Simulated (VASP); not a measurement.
The system is MnO.

```xyz
2
Lattice="0.0000 2.2386 2.2386 2.2386 0.0000 2.2386 2.2386 2.2386 0.0000" Properties=species:S:1:pos:R:3 pbc="T T T"
Mn    0.0000    0.0000    0.0000
O     2.2386    2.2386    2.2386
```

Base run:

* Program: VASP 6.6.1
* Functional: r2SCAN
* Potentials or basis: VASP PAW PBE potentials, release 64 (Mn_pv, O)
* Cutoff: 520 eV
* k mesh: 10 × 10 × 10
* Occupations: fermi-dirac, width 0.05 eV
* Spin: collinear spin, ferromagnetic start
* Starting moments: [4.0, 0.0] μB

Its results: band gap on the k mesh zero (filled and empty bands overlap); pressure -2.7 GPa; net moment 5.00 μB per cell; site moments Mn +4.55; O +0.23 μB.

Question: The run is repeated on the same cell with these changes: dispersion from none to D4. What comes out?

Answer: Band gap on the k mesh zero (filled and empty bands overlap); pressure -3.8 GPa; net moment 5.00 μB per cell; site moments Mn +4.55; O +0.23 μB.

Dispersion adds attraction, which lowers the pressure at fixed volume and, as a term added to the energy, leaves the levels alone.

Caveats: the PAW data sets were made with another functional, which shifts forces and pressure a little; a cell with one magnetic atom can't hold antiferromagnetic order, which such compounds often take; semilocal functionals often make such compounds metallic where correlation or magnetic order opens a gap, which also shifts bond lengths; the cell stands under tension (at least some runs).
